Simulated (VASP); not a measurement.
# Pt (P6_3/mmc) in VASP: single point with BLYP+D3(BJ)

Aim: the single point of Pt with BLYP+D3(BJ).

Program: VASP 6.6.1. These are calculated values, not measurements. Logs are shortened: lines on timing, memory, paths and dates and some standing lists are left out, and cuts for length are marked.

## (1) The cell of the first run

The structure is hexagonal, space group P6_3/mmc (No. 194). The conventional cell has a = 2.754 Å, b = 2.754 Å, c = 4.717 Å, α = 90.00°, β = 90.00°, γ = 120.00°. Within 3.6 Å of Pt (site symmetry -6m2) lie 12 Pt at 2.75 to 2.84 Å.

This isn't the form of Pt at room conditions, which is fcc.

## (2) Single point, BLYP+D3(BJ)

INCAR reads:

```
SYSTEM = Pt
AGGAC = 1.0 ; AGGAX = 1.0
ALDAC = 0.0 ; ALDAX = 1.0
ALGO = Normal ; EDIFF = 1E-6
ENCUT = 570 ; GGA = B5
GGA_COMPAT = .False. ; ISIF = 2
ISMEAR = -1 ; IVDW = 12
LASPH = .True. ; LCHARG = .True.
LELF = .True. ; LREAL = .False.
LVHAR = .True. ; LWAVE = .False.
NBANDS = 25 ; NELM = 120
PREC = Accurate ; SIGMA = 0.1
VDW_A1 = 0.4298 ; VDW_A2 = 4.2359
VDW_S6 = 1.0 ; VDW_S8 = 2.6996
```

KPOINTS reads:

```
k-points
0
Gamma
  11 11 6
  0 0 0
```

POSCAR reads:

```
Pt
1.0
    2.7544543530      0.0000000000      0.0000000000
   -1.3772271765      2.3854274432      0.0000000000
    0.0000000000      0.0000000000      4.7167716191
Pt
2
Direct
    0.6666666667      0.3333333333      0.7500000000
    0.3333333333      0.6666666667      0.2500000000
```

Potentials or basis: VASP PAW PBE potentials, release 64 (Pt_sv_GW).

Run with:

```bash
> cat potpaw_PBE.64/Pt_sv_GW/POTCAR > POTCAR
> mpirun -np 1 vasp_std > vasp.out
```

OUTCAR:

```text
SYSTEM = Pt
   EDIFF = 1E-6
   ENCUT = 570
   GGA = B5
   ISIF = 2
   ISMEAR = -1
   IVDW = 12
   LASPH = .True.
   LREAL = .False.
   NELM = 120
   PREC = Accurate
 IVDW          = 12

 ion  position               nearest neighbor table
   1  0.667  0.333  0.750-   2 2.84   2 2.84   2 2.84   2 2.84   2 2.84   2 2.84
   2  0.333  0.667  0.250-   1 2.84   1 2.84   1 2.84   1 2.84   1 2.84   1 2.84

  LATTYP: Found a hexagonal cell.
 ALAT       =     2.7544543530
 C/A-ratio  =     1.7124159687

  Lattice vectors:

 A1 = (   2.7544543530,   0.0000000000,   0.0000000000)
 A2 = (  -1.3772271765,   2.3854274432,   0.0000000000)
 A3 = (   0.0000000000,   0.0000000000,   4.7167716191)

Analysis of symmetry for initial positions (statically):
=====================================================================
 Subroutine PRICEL returns:
 Original cell was already a primitive cell.

 Routine SETGRP: Setting up the symmetry group for a
 hexagonal supercell.

 Subroutine GETGRP returns: Found 24 space group operations
 (whereof 12 operations were pure point group operations)
 out of a pool of 24 trial point group operations.

The static configuration has the point symmetry D_3d.
 The point group associated with its full space group is D_6h.

Analysis of symmetry for dynamics (positions and initial velocities):
=====================================================================
 Subroutine PRICEL returns:
 Original cell was already a primitive cell.

 Routine SETGRP: Setting up the symmetry group for a
 hexagonal supercell.

 Subroutine GETGRP returns: Found 24 space group operations
 (whereof 12 operations were pure point group operations)
 out of a pool of 24 trial point group operations.

The dynamic configuration has the point symmetry D_3d.
 The point group associated with its full space group is D_6h.

 Subroutine INISYM returns: Found 24 space group operations
 (whereof 12 operations are pure point group operations),
 and found     1 'primitive' translations

----------------------------------------------------------------------------------------

                                     Primitive cell

  volume of cell :      30.9918

  direct lattice vectors                    reciprocal lattice vectors
     2.754454353  0.000000000  0.000000000     0.363048311  0.209606040  0.000000000
    -1.377227176  2.385427443  0.000000000     0.000000000  0.419212080  0.000000000
     0.000000000  0.000000000  4.716771619     0.000000000  0.000000000  0.212009417

  length of vectors
     2.754454353  2.754454353  4.716771619     0.419212080  0.419212080  0.212009417

[... 79 lines left out ...]
   NELM   =    120;   NELMIN=  2; NELMDL= -5     # of ELM steps
   EDIFF  = 0.1E-05   stopping-criterion for ELM
   LREAL  =      F    real-space projection
   EDIFFG = 0.1E-04   stopping-criterion for IOM
   NSW    =      0    number of steps for IOM
   IBRION =     -1    ionic relax: 0-MD 1-quasi-New 2-CG
   NFREE  =      0    steps in history (QN), initial steepest desc. (CG)
   ISIF   =      2    stress and relaxation
   ISYM   =      2    0-nonsym 1-usesym 2-fastsym
   POTIM  = 0.5000    time-step for ionic-motion
   TEBEG  =    0.0;   TEEND  =   0.0 temperature during run
   PSTRESS=    0.0 pullay stress
   NELECT =      36.0000    total number of electrons
   NUPDOWN=      -1.0000    fix difference up-down
   EMIN   =  10.00;   EMAX   =-10.00  energy-range for DOS
   EFERMI =   0.00;   METHOD = LEGACY
   ISMEAR =    -1;   SIGMA  =   0.10  broadening in eV -4-tet -1-fermi 0-gaus
   EFERMI_NEDOS =   21; number of points for ismear=-14 and -15
   IALGO  =     38    algorithm
   IMIX   =      4    mixing-type and parameters
     AMIX     =   0.40;   BMIX     =  1.00
     AMIX_MAG =   1.60;   BMIX_MAG =  1.00
  volume/ion in A,a.u.               =      15.50       104.57
  Fermi-wavevector in a.u.,A,eV,Ry     =   1.720918  3.252063 40.294442  2.961558
  Thomas-Fermi vector in A             =   2.797267
   LORBIT       =      0    0 simple, 1 ext, 2 COOP (PROOUT), +10 PAW based schemes
   GGA     = B5    functional components
   LHFCALC =     F    Hartree Fock is set to
   AEXX    =    0.0000 exact exchange contribution
   IVDW    =    12    specifies the selected vdW correction
   LEPSILON=     F    determine dielectric tensor
   LRPA    =     F    only Hartree local field effects (RPA)
 non-spin polarized calculation
  energy-cutoff  :      570.00
  volume of cell :       30.99
 maximum number of plane-waves:       979
 NGX is ok and might be reduce to    24
   NGX = 11   NGY = 11   NGZ = 19

 number of electron      36.0000001 magnetization

 Free energy of the ion-electron system (eV)
  ---------------------------------------------------
  ext. energy  EPLUGINS =         0.00000000
  ---------------------------------------------------
  free energy    TOTEN  =        -9.91060814 eV

  energy without entropy =       -9.79070082  energy(sigma->0) =       -9.85065448

 E-fermi :  10.8063     XC(G=0): -13.2269

 val. band max:       10.8021696868   @ k =   0.2727   0.0909   0.1667
 cond. band min:      10.8144668002   @ k =   0.3636   0.0000   0.0000
 fundamental gap:      0.0122971134
 Fermi energy:        10.8063195378

 k-point     1 :       0.0000    0.0000    0.0000
  band No.  band energies     occupation
      1     -87.1097      2.00000
      2     -87.0861      2.00000
      3     -41.6880      2.00000
      4     -41.4268      2.00000
      5     -41.4268      2.00000
      6     -41.3789      2.00000
[... 661 lines left out ...]
     24      27.6798      0.00000
     25      28.5858      0.00000

 [... further k-points ...]

------------------------ aborting loop because EDIFF is reached ----------------------------------------

 Edisp (eV)   -3.52897

 E8    (eV) :    -2.6528

  FORCE on cell =-STRESS in cart. coord.  units (eV):
  Direction    XX          YY          ZZ          XY          YZ          ZX
  --------------------------------------------------------------------------------------
  -------------------------------------------------------------------------------------
  Total      -0.02635    -0.02635    -0.06932    -0.00000     0.00000     0.00000
  in kB      -1.36238    -1.36238    -3.58375    -0.00000     0.00000     0.00000
  external pressure =       -2.10 kB  Pullay stress =        0.00 kB

 VOLUME and BASIS-vectors are now :
 -----------------------------------------------------------------------------
  energy-cutoff  :      570.00
  volume of cell :       30.99
      direct lattice vectors                 reciprocal lattice vectors
     2.754454353  0.000000000  0.000000000     0.363048311  0.209606040  0.000000000
    -1.377227176  2.385427443  0.000000000     0.000000000  0.419212080  0.000000000
     0.000000000  0.000000000  4.716771619     0.000000000  0.000000000  0.212009417

 POSITION                                       TOTAL-FORCE (eV/Angst)
 -----------------------------------------------------------------------------------
      1.37723      0.79514      3.53758        -0.000000      0.000000      0.000000
     -0.00000      1.59028      1.17919         0.000000     -0.000000      0.000000
 -----------------------------------------------------------------------------------
    total drift:                               -0.000000      0.000000     -0.000000

  FREE ENERGIE OF THE ION-ELECTRON SYSTEM (eV)
  ---------------------------------------------------
  free  energy   TOTEN  =       -13.4395792611 eV

  energy  without entropy=      -13.3196719437  energy(sigma->0) =      -13.37962560
```

OSZICAR:

```text
N       E                     dE             d eps       ncg     rms          rms(c)
DAV:   1     0.454011427898E+03    0.45401E+03   -0.28208E+04  3424   0.172E+03
DAV:   2     0.405674992964E+01   -0.44995E+03   -0.44001E+03  3685   0.613E+02
DAV:   3    -0.118994232618E+02   -0.15956E+02   -0.15796E+02  3777   0.111E+02
DAV:   4    -0.120035116828E+02   -0.10409E+00   -0.10403E+00  3737   0.945E+00
DAV:   5    -0.120040854634E+02   -0.57378E-03   -0.57373E-03  3748   0.650E-01    0.110E+02
DAV:   6    -0.998999760019E+01    0.20141E+01   -0.40729E+00  3387   0.166E+01    0.570E+01
DAV:   7    -0.994144753748E+01    0.48550E-01   -0.67930E-01  3895   0.598E+00    0.942E+00
DAV:   8    -0.991062641941E+01    0.30821E-01   -0.12447E-01  3388   0.325E+00    0.728E-01
DAV:   9    -0.991063351478E+01   -0.70954E-05   -0.20074E-03  3498   0.425E-01    0.277E-01
DAV:  10    -0.991060562482E+01    0.27890E-04   -0.45714E-05  3903   0.812E-02    0.214E-01
DAV:  11    -0.991060812802E+01   -0.25032E-05   -0.99002E-06  3551   0.287E-02    0.396E-02
DAV:  12    -0.991060813609E+01   -0.80699E-08   -0.24262E-07  1954   0.483E-03
   1 F= -.13439579E+02 E0= -.13379626E+02  d E =-.119907E+00
```

It took 32 s on 1 thread of Intel Xeon Platinum 8559C (Emerald Rapids), shared host; peak memory 0.2 GiB.

Results:

```yaml
Free_energy: -13.4396 eV
Pressure: -0.2 GPa
Band_gap_on_the_k_mesh: zero (bands 18 and 19 overlap by 1.24 eV)
Dispersion_energy_per_atom: -1.764 eV
```

Caveat: the dispersion term is far too large for a dense solid, which distorts pressure and volume; the PAW data sets were made with another functional, which shifts forces and pressure a little; spin-orbit coupling is left out, which moves the levels of the heavy elements.
